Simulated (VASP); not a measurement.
Input of a VASP 6.6.1 run:

The input POSCAR:

```
FeAu
1.0
    1.4117478522      0.8150730025      4.4694532999
   -1.4117478522      0.8150730025      4.4694532999
    0.0000000000     -1.6301460050      4.4694532999
Au Fe
1 1
Direct
    0.0000000000      0.0000000000      0.0000000000
    0.5000000000      0.5000000000      0.5000000000
```

The input INCAR.step1:

```
  ALGO = Normal
  EDIFF = 1E-5
  EDIFFG = -0.005
  ENCUT = 660
  GGA = PE
  GGA_COMPAT = F
  IBRION = 2
  ISIF = 3
  ISMEAR = -1
  ISPIN = 2
  KPAR = 4
  LASPH = T
  LCHARG = F
  LMAXMIX = 4
  LREAL = F
  LWAVE = T
  MAGMOM = 0 3
  NELM = 200
  NELMIN = 4
  NSW = 100
  PREC = Accurate
  SIGMA = 0.05
```

The input INCAR.step2:

```
  ALGO = Normal
  EDIFF = 1E-7
  EDIFFG = -0.01
  ENCUT = 660
  GGA_COMPAT = F
  IBRION = 2
  ISIF = 3
  ISMEAR = -1
  ISPIN = 2
  ISTART = 1
  KPAR = 4
  LASPH = T
  LCHARG = F
  LMAXMIX = 4
  LMIXTAU = T
  LORBIT = 11
  LREAL = F
  LWAVE = F
  MAGMOM = 0 3
  METAGGA = R2SCAN
  NELM = 200
  NELMIN = 4
  NSW = 60
  PREC = Accurate
  SIGMA = 0.05
```

KPOINTS

```
k-points
0
Gamma
  11 11 11
```

Potentials or basis: VASP PAW PBE potentials, release 64 (Au, Fe).

Launch:

```sh
$ cat potpaw_PBE.64/Au/POTCAR potpaw_PBE.64/Fe/POTCAR > POTCAR
$ cp INCAR.step1 INCAR
$ mpirun -np 4 vasp_std > vasp.out
$ cp INCAR.step2 INCAR
$ mpirun -np 4 vasp_std > vasp.out
```

(1) Estimate the space group after relaxing (to 0.1 Å).

(2) Predict the relaxed cell.

Answers

(1) R-3m (No. 166).

(2) a = 4.777 Å, b = 4.777 Å, c = 4.777 Å, α = 33.94°, β = 33.94°, γ = 33.94°.
